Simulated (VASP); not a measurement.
# Co4Si8H (a cell with a defect) in VASP: relaxation of the atoms with PBE

Aim: the relaxation of the atoms of Co4Si8H (a cell with a defect) with PBE.

Program: VASP 6.6.1. These are calculated values, not measurements. Logs are shortened: lines on timing, memory, paths and dates and some standing lists are left out, and cuts for length are marked.

### 1 The cell of the first run

The cell holds a defect, 13 atoms: a = 5.360 Å, b = 5.360 Å, c = 5.360 Å, α = 90.00°, β = 90.00°, γ = 90.00°.

### 2 Relaxation of the atoms, PBE

INCAR reads:

```
SYSTEM = Co4Si8H
PREC = Accurate
ENCUT = 520
EDIFF = 1E-7
ISMEAR = 1
SIGMA = 0.1
LREAL = .FALSE.
LASPH = .TRUE.
NELM = 80
ALGO = Normal
ISIF = 2
LWAVE = .FALSE.
LCHARG = .FALSE.
GGA = PE
IBRION = 2
NSW = 90
EDIFFG = -0.02
```

KPOINTS reads:

```
Automatic mesh
0
G
  3 3 3
  0 0 0
```

POSCAR reads:

```
Co4Si8H
1.0
    5.3602887400      0.0000000000      0.0000000000
    0.0000000000      5.3602887400      0.0000000000
    0.0000000000      0.0000000000      5.3602887400
Co Si H
4 8 1
Direct
    0.0124370300     -0.0022955400     -0.0023185000
   -0.0162710800      0.4977249800      0.4977542300
    0.5000000000      0.0000000000      0.5000000000
    0.5000000000      0.5000000000      0.0000000000
    0.2500000000      0.2500000000      0.7500000000
    0.2500000000      0.7500000000      0.2500000000
    0.7500000000      0.2500000000      0.2500000000
    0.7520658500      0.7586593500      0.7586899000
    0.2500000000      0.2500000000      0.2500000000
    0.2517682100      0.7459112000      0.7458743700
    0.7500000000      0.2500000000      0.7500000000
    0.7500000000      0.7500000000      0.2500000000
    0.5000000000      0.0000000000      0.0000000000
```

Potentials or basis: VASP PAW PBE potentials, release 64 (Co, Si, H).

Command:

```console
> cat potpaw_PBE.64/Co/POTCAR potpaw_PBE.64/Si/POTCAR potpaw_PBE.64/H/POTCAR > POTCAR
> mpirun -np 1 vasp_std > vasp.out
```

OUTCAR:

```text
SYSTEM = Co4Si8H
   PREC = Accurate
   ENCUT = 520
   EDIFF = 1E-7
   ISMEAR = 1
   LREAL = .FALSE.
   LASPH = .TRUE.
   NELM = 80
   ISIF = 2
   GGA = PE
   IBRION = 2
   NSW = 90
   EDIFFG = -0.02

 ion  position               nearest neighbor table
   1  0.012  0.998  0.998-   5 2.28   6 2.28   8 2.29   9 2.30  10 2.30  11 2.36  12 2.36   7 2.37

   2  0.984  0.498  0.498-   7 2.26  11 2.27  12 2.27   8 2.34   9 2.36  10 2.37   5 2.37   6 2.37

   3  0.500  0.000  0.500-  10 2.32   6 2.32   7 2.32   9 2.32   5 2.32  11 2.32  12 2.32   8 2.33
[... 4 lines left out ...]
                            11 2.68  10 2.70
   6  0.250  0.750  0.250-   1 2.28   3 2.32   4 2.32   2 2.37  10 2.66   9 2.68  12 2.68   9 2.68
                            12 2.68  10 2.70
   7  0.750  0.250  0.250-   2 2.26   3 2.32   4 2.32   1 2.37   9 2.68  11 2.68  12 2.68  11 2.68
                            12 2.68   9 2.68
   8  0.752  0.759  0.759-   1 2.29   4 2.33   3 2.33   2 2.34  12 2.63  11 2.63  10 2.68  10 2.68
                            11 2.73  12 2.73
   9  0.250  0.250  0.250-   1 2.30   3 2.32   4 2.32   2 2.36   5 2.68   6 2.68   7 2.68   5 2.68
                             6 2.68   7 2.68
  10  0.252  0.746  0.746-   1 2.30   3 2.32   4 2.32   2 2.37   6 2.66   5 2.66   8 2.68   8 2.68
                             5 2.70   6 2.70
  11  0.750  0.250  0.750-   2 2.27   3 2.32   4 2.32   1 2.36   8 2.63   7 2.68   5 2.68   7 2.68
                             5 2.68   8 2.73
  12  0.750  0.750  0.250-   2 2.27   3 2.32   4 2.32   1 2.36   8 2.63   7 2.68   6 2.68   7 2.68
                             6 2.68   8 2.73
  13  0.500  0.000  0.000-

  LATTYP: Found a simple cubic cell.
 ALAT       =     5.3602887400

  Lattice vectors:

 A1 = (   5.3602887400,   0.0000000000,   0.0000000000)
 A2 = (   0.0000000000,   5.3602887400,   0.0000000000)
 A3 = (   0.0000000000,   0.0000000000,   5.3602887400)

Analysis of symmetry for initial positions (statically):
=====================================================================
 Subroutine PRICEL returns:
 Original cell was already a primitive cell.

 Routine SETGRP: Setting up the symmetry group for a
 simple cubic supercell.

 Subroutine GETGRP returns: Found  1 space group operations
 (whereof  1 operations were pure point group operations)
 out of a pool of 48 trial point group operations.

The static configuration has the point symmetry C_1 .

Analysis of symmetry for dynamics (positions and initial velocities):
=====================================================================
 Subroutine PRICEL returns:
 Original cell was already a primitive cell.
[... 123 lines left out ...]
   IBRION =      2    ionic relax: 0-MD 1-quasi-New 2-CG
   NFREE  =      1    steps in history (QN), initial steepest desc. (CG)
   ISIF   =      2    stress and relaxation
   ISYM   =      2    0-nonsym 1-usesym 2-fastsym
   POTIM  = 0.5000    time-step for ionic-motion
   TEBEG  =    0.0;   TEEND  =   0.0 temperature during run
   PSTRESS=    0.0 pullay stress
   NELECT =      69.0000    total number of electrons
   NUPDOWN=      -1.0000    fix difference up-down
   EMIN   =  10.00;   EMAX   =-10.00  energy-range for DOS
   EFERMI =   0.00;   METHOD = LEGACY
   ISMEAR =     1;   SIGMA  =   0.10  broadening in eV -4-tet -1-fermi 0-gaus
   EFERMI_NEDOS =   21; number of points for ismear=-14 and -15
   IALGO  =     38    algorithm
   IMIX   =      4    mixing-type and parameters
     AMIX     =   0.40;   BMIX     =  1.00
     AMIX_MAG =   1.60;   BMIX_MAG =  1.00
  volume/ion in A,a.u.               =      11.85        79.95
  Fermi-wavevector in a.u.,A,eV,Ry     =   1.252669  2.367201 21.349986  1.569180
  Thomas-Fermi vector in A             =   2.386558
   LORBIT       =      0    0 simple, 1 ext, 2 COOP (PROOUT), +10 PAW based schemes
   GGA     = PE    functional components
   LHFCALC =     F    Hartree Fock is set to
   AEXX    =    0.0000 exact exchange contribution
   IVDW    =     0    specifies the selected vdW correction
   LEPSILON=     F    determine dielectric tensor
   LRPA    =     F    only Hartree local field effects (RPA)
 conjugate gradient relaxation of ions
 non-spin polarized calculation
 Methfessel and Paxton  Order N= 1 SIGMA  =   0.10
  energy-cutoff  :      520.00
  volume of cell :      154.02
 maximum number of plane-waves:      4160
   NGX = 19   NGY = 19   NGZ = 19

--------------------------------------- Ionic step        1  -------------------------------------------

 number of electron      68.9999985 magnetization

 Free energy of the ion-electron system (eV)
  ---------------------------------------------------
  ext. energy  EPLUGINS =         0.00000000
  ---------------------------------------------------
  free energy    TOTEN  =       -78.33064544 eV

  energy without entropy =      -78.33797130  energy(sigma->0) =      -78.33308739

------------------------ aborting loop because EDIFF is reached ----------------------------------------

  FORCE on cell =-STRESS in cart. coord.  units (eV):
  Direction    XX          YY          ZZ          XY          YZ          ZX
  --------------------------------------------------------------------------------------
  -------------------------------------------------------------------------------------
  Total        1.9684930      2.1249147      2.1254999      0.5657682     -0.0465559      0.5622938
  in kB       20.4776397     22.1048476     22.1109358      5.8855167     -0.4843075      5.8493732
  external PRESSURE =      21.5644744 kB  Pullay stress =       0.0000000 kB
[... 122 lines left out ...]
  FREE ENERGIE OF THE ION-ELECTRON SYSTEM (eV)
  ---------------------------------------------------
  free  energy   TOTEN  =       -78.3902380884 eV

  energy  without entropy=      -78.3965171300  energy(sigma->0) =      -78.39233110

[... ionic steps 4 to 68 ...]

--------------------------------------- Ionic step       69  -------------------------------------------

 number of electron      68.9999983 magnetization

------------------------ aborting loop because EDIFF is reached ----------------------------------------
[... 89 lines left out ...]
--------------------------------------- Ionic step       71  -------------------------------------------

 number of electron      68.9999982 magnetization

 Free energy of the ion-electron system (eV)
  ---------------------------------------------------
  ext. energy  EPLUGINS =         0.00000000
  ---------------------------------------------------
  free energy    TOTEN  =       -79.73326389 eV

  energy without entropy =      -79.72798536  energy(sigma->0) =      -79.73150438

 E-fermi :  10.4738     XC(G=0): -11.8084

 val. band max:       10.4286670314   @ k =  -0.3333   0.3333   0.3333
 cond. band min:      10.4768269746   @ k =   0.0000   0.3333   0.0000
 fundamental gap:      0.0481599431
 Fermi energy:        10.4738085574

 k-point     1 :       0.0000    0.0000    0.0000
  band No.  band energies     occupation
      1      -3.2464      2.00000
      2       0.5498      2.00000
      3       1.0637      2.00000
      4       1.0644      2.00000
      5       1.7038      2.00000
      6       2.9717      2.00000
[... 645 lines left out ...]
  FREE ENERGIE OF THE ION-ELECTRON SYSTEM (eV)
  ---------------------------------------------------
  free  energy   TOTEN  =       -79.7332638948 eV

  energy  without entropy=      -79.7279853626  energy(sigma->0) =      -79.73150438

 reached required accuracy - stopping structural energy minimisation
```

OSZICAR:

```text
N       E                     dE             d eps       ncg     rms          rms(c)
DAV:   1     0.479737970832E+03    0.47974E+03   -0.28219E+04  1148   0.170E+03
[... 664 lines left out ...]
DAV:  12    -0.796723115881E+02    0.19221E-06   -0.59839E-07  1318   0.899E-03    0.792E-04
DAV:  13    -0.796723115619E+02    0.26165E-07   -0.62578E-08   613   0.251E-03
  57 F= -.79672312E+02 E0= -.79670945E+02  d E =-.169722E+00
       N       E                     dE             d eps       ncg     rms          rms(c)
DAV:   1    -0.796811852966E+02   -0.88737E-02   -0.23231E+00  1148   0.731E+00    0.324E-01
DAV:   2    -0.796907401549E+02   -0.95549E-02   -0.96297E-02  1664   0.432E+00    0.780E-01
DAV:   3    -0.796853500327E+02    0.53901E-02   -0.30210E-02  1746   0.300E+00    0.210E-01
DAV:   4    -0.796852090543E+02    0.14098E-03   -0.27975E-03  1768   0.525E-01    0.163E-01
```

CONTCAR:

```text
Co4Si8H
   1.00000000000000
     5.3602887399999997    0.0000000000000000    0.0000000000000000
     0.0000000000000000    5.3602887399999997    0.0000000000000000
     0.0000000000000000    0.0000000000000000    5.3602887399999997
  Co              Si              H
     4     8     1
Direct
     0.0335533580206049    0.9999495522983095    0.9999482077106241
     0.0047926240258059    0.5001445610900814    0.5001398606711747
     0.5145602630994659    0.0003808007179480    0.5001023325096404
     0.5145586321218213    0.5001029591157939    0.0003764949962692
     0.2655463650265053    0.2613403962145354    0.7389678523058520
     0.2655497417198385    0.7389691011520580    0.2613419945039912
     0.7657431190509304    0.2479775021199563    0.2479726362492034
     0.7651837446365435    0.7519836471805739    0.7519788973863631
     0.2655600876928310    0.2608755280995668    0.2608763585055944
     0.2654747671888333    0.7390968038925213    0.7390918734755662
     0.7654291928813840    0.2484310697322584    0.7522930223167137
     0.7654293899090664    0.7522977070978886    0.2484309639993709
     0.3086187246263699    0.9984503612885154    0.9984795053696363

  0.00000000E+00  0.00000000E+00  0.00000000E+00
  0.00000000E+00  0.00000000E+00  0.00000000E+00
  0.00000000E+00  0.00000000E+00  0.00000000E+00
  0.00000000E+00  0.00000000E+00  0.00000000E+00
  0.00000000E+00  0.00000000E+00  0.00000000E+00
  0.00000000E+00  0.00000000E+00  0.00000000E+00
  0.00000000E+00  0.00000000E+00  0.00000000E+00
  0.00000000E+00  0.00000000E+00  0.00000000E+00
  0.00000000E+00  0.00000000E+00  0.00000000E+00
  0.00000000E+00  0.00000000E+00  0.00000000E+00
  0.00000000E+00  0.00000000E+00  0.00000000E+00
  0.00000000E+00  0.00000000E+00  0.00000000E+00
  0.00000000E+00  0.00000000E+00  0.00000000E+00
```

It took 79 min on 1 thread of Intel Xeon Platinum 8259CL at 2.50GHz (Skylake/Cascade Lake), shared host; peak memory 0.28 GiB.

Results:

* Free energy: -79.7333 eV
* Energy gained by relaxing: 107.9 meV/atom
* Ionic steps: 71
* Pressure after relaxing: 2.8 GPa
* Largest force after relaxing: 0.018 eV/Å
* Band gap on the k mesh: zero (an odd number of electrons rules out a gap without spin polarisation)

Forces on the atoms (eV/Å):
```
Co  -0.001  0.004  0.004
Co  -0.006 -0.001 -0.001
Co  -0.001 -0.008 -0.001
Co  -0.001 -0.001 -0.008
Si   0.003 -0.011  0.007
Si   0.003  0.007 -0.011
Si  -0.005  0.011  0.011
Si   0.010 -0.006 -0.006
Si  -0.005  0.006  0.006
Si   0.008 -0.001  0.000
Si   0.002  0.000 -0.011
Si   0.002 -0.011  0.000
H   -0.010  0.011  0.010
```

Step by step:
```
step  energy change (eV)  largest force (eV/Å)  pressure (GPa)
   1              0.0000                1.0142            2.16
   3             -0.0596                0.2166            1.97
   5             -0.0681                0.1621            1.96
   7             -0.0713                0.0447            1.94
   9             -0.0724                0.0314            1.93
  11             -0.0727                0.0264            1.94
  13             -0.0730                0.0461            1.95
  15             -0.0732                0.1020            1.95
  17             -0.0733                0.1069            1.96
  19             -0.0736                0.1270            1.96
  21             -0.0756                0.2099            1.99
  23             -0.0857                0.6269            2.29
  25             -0.0863                0.7281            2.40
  27             -0.0865                0.7427            2.39
  29             -0.0874                0.8108            2.47
  31             -0.0839                1.0890            2.76
  33             -0.0886                0.9406            2.58
  35             -0.0888                0.9671            2.62
  37             -0.0898                1.0079            2.68
  39             -0.1162                1.4473            3.00
  41             -0.3887                2.9811            4.73
  43             -0.3892                3.0198            4.63
  45             -0.3933                2.9032            4.83
  47             -0.4148                2.8602            4.77
  49             -0.5079                2.6660            4.58
  51             -0.8204                1.8845            3.97
  53             -1.0653                2.1212            4.52
  55             -1.2145                0.8906            3.60
  57             -1.3417                1.0626            2.89
  59             -1.3807                0.3768            2.94
  61             -1.3927                0.2054            2.94
  63             -1.3995                0.0841            2.85
  65             -1.4017                0.0566            2.83
  67             -1.4020                0.0445            2.83
  69             -1.4023                0.0334            2.82
  71             -1.4026                0.0178            2.84
```

Final structure:
```yaml
crystal:
  lattice:
    - [5.36029, 0.00000, 0.00000]
    - [0.00000, 5.36029, 0.00000]
    - [0.00000, 0.00000, 5.36029]
  atoms:
    - { symbol: Co, position: [0.03355, 0.99995, 0.99995] }
    - { symbol: Co, position: [0.00479, 0.50014, 0.50014] }
    - { symbol: Co, position: [0.51456, 0.00038, 0.50010] }
    - { symbol: Co, position: [0.51456, 0.50010, 0.00038] }
    - { symbol: Si, position: [0.26555, 0.26134, 0.73897] }
    - { symbol: Si, position: [0.26555, 0.73897, 0.26134] }
    - { symbol: Si, position: [0.76574, 0.24798, 0.24797] }
    - { symbol: Si, position: [0.76518, 0.75198, 0.75198] }
    - { symbol: Si, position: [0.26556, 0.26088, 0.26088] }
    - { symbol: Si, position: [0.26547, 0.73910, 0.73909] }
    - { symbol: Si, position: [0.76543, 0.24843, 0.75229] }
    - { symbol: Si, position: [0.76543, 0.75230, 0.24843] }
    - { symbol: H, position: [0.30862, 0.99845, 0.99848] }
```

Caveat: the k points lie up to 0.39 Å⁻¹ apart, too coarse for converged energies and pressures of a metal; an odd number of electrons without spin polarisation forces a metal; a magnetic or distorted state may lie lower. Spin polarisation is off, so any magnetic state and its effect on volume and gap are missing.

The gap in the log of VASP goes by the Fermi energy; the results here count the filled bands.